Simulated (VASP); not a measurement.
Write the native input for VASP 6.6.1 that does the following.

```
Task                   : relaxation of cell and atoms
Functional             : LDA
Potentials or basis    : VASP PAW LDA potentials, release 64 (Ba_sv)
Cutoff                 : 600 eV
k mesh                 : 18 × 18 × 18
Occupations            : gaussian, width 0.1 eV
Spin                   : no spin polarisation
Dipole correction      : no
Further INCAR settings : ALGO = Fast; EDIFF = 1e-06; IBRION = 2; EDIFFG = -0.002; NSW = 100; ISIF = 3
```

The structure of Ba lies in POSCAR:

```
Ba
1.0
   -2.3784668516      2.3784668516      2.3784668516
    2.3784668516     -2.3784668516      2.3784668516
    2.3784668516      2.3784668516     -2.3784668516
Ba
1
Direct
    0.0000000000      0.0000000000      0.0000000000
```

These files were run (other wordings do the same):

INCAR

```
SYSTEM = Ba
PREC = Accurate
ENCUT = 600
EDIFF = 1E-6
ISMEAR = 0
SIGMA = 0.1
LREAL = .False.
LASPH = .True.
NELM = 80
ALGO = Fast
ISIF = 3
LWAVE = .False.
LCHARG = .False.
IBRION = 2
NSW = 100
EDIFFG = -0.002
```

KPOINTS

```
regular mesh
0
Gamma
  18 18 18
  0 0 0
```

Potentials or basis: VASP PAW LDA potentials, release 64 (Ba_sv).

Run with:

```sh
$ cat potpaw_LDA.64/Ba_sv/POTCAR > POTCAR
$ mpirun -np 1 vasp_std > vasp.out
```

It gave:

- Relaxed volume: 54.17 Å³/atom
- Relaxed cell: a = 4.128 Å, b = 4.128 Å, c = 4.128 Å, α = 109.47°, β = 109.47°, γ = 109.47°
- Space group after relaxing (to 0.1 Å): Im-3m (No. 229)
- Energy gained by relaxing: 0.1 meV/atom
- Ionic steps: 4
- Pressure after relaxing: 0.0 GPa
- Band gap on the k mesh: zero (bands 5 and 6 overlap by 1.36 eV)

Caveat: spin-orbit coupling is left out, which moves the levels of the heavy elements.

Run time: 4.2 min on 1 thread of Oxide Virtual Turin-like Processor, with other jobs on the host, peak memory 0.24 GiB.
